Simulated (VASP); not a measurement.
CoSi2: single point with PBEsol

CoSi2:

```
Co Si
1.0
     0.02683    2.69591    2.69591
     2.69591    0.02683    2.69591
     2.69591    2.69591    0.02683
Co Si
1 2
Cartesian
  0.0000 0.0000 0.0000
  1.3547 1.3547 1.3547
  4.0640 4.0640 4.0640
```

This cell differs from its parent crystal: equal xy, yz and zx shear strains of +1 %.

```yaml
Program: VASP 6.6.1
Task: single point
Functional: PBEsol
Potentials_or_basis: VASP PAW PBE potentials, release 64 (Co, Si)
Cutoff: 520 eV
k_mesh: 11 × 11 × 11
Occupations: fermi-dirac, width 0.05 eV
Spin: collinear spin, ferromagnetic start
Starting_moments: "[2.0, 0.0, 0.0] μB"
```

```
Pressure                                              : -5.2 GPa
Largest force                                         : 0.140 eV/Å
Net moment                                            : 0.00 μB per cell
Valence electrons inside the program's atomic spheres : Co 8.85; Si 1.58
```

Forces on the atoms (eV/Å):
```
Co   0.000  0.000  0.000
Si  -0.081 -0.081 -0.081
Si   0.081  0.081  0.081
```

Stress tensor (GPa, compression positive):
```
-5.24 -1.43 -1.43
-1.43 -5.24 -1.43
-1.43 -1.43 -5.24
```

Levels at points of the mesh, in eV from the Fermi level:
Spin up:
```
           k point  band 5  band 6  band 7  band 8  band 9  band 10  band 11  band 12  band 13  band 14
(0.00, 0.00, 0.00)   -1.89   -1.89    0.73    3.30    3.31     3.46     3.46     3.49     3.49     5.62
```
Spin down:
```
           k point  band 5  band 6  band 7  band 8  band 9  band 10  band 11  band 12  band 13  band 14
(0.00, 0.00, 0.00)   -1.89   -1.89    0.73    3.30    3.31     3.46     3.46     3.49     3.49     5.62
```

It took 6.1 min on 1 thread of Intel Xeon 8259CL, on a shared host, peak memory 0.3 GiB.

Caveat: the cell differs from its parent crystal (equal xy, yz and zx shear strains of +1 %); the cell stands under tension; the moments typed at the start vanished in this run; the PAW data sets were made with another functional, which shifts forces and pressure a little.
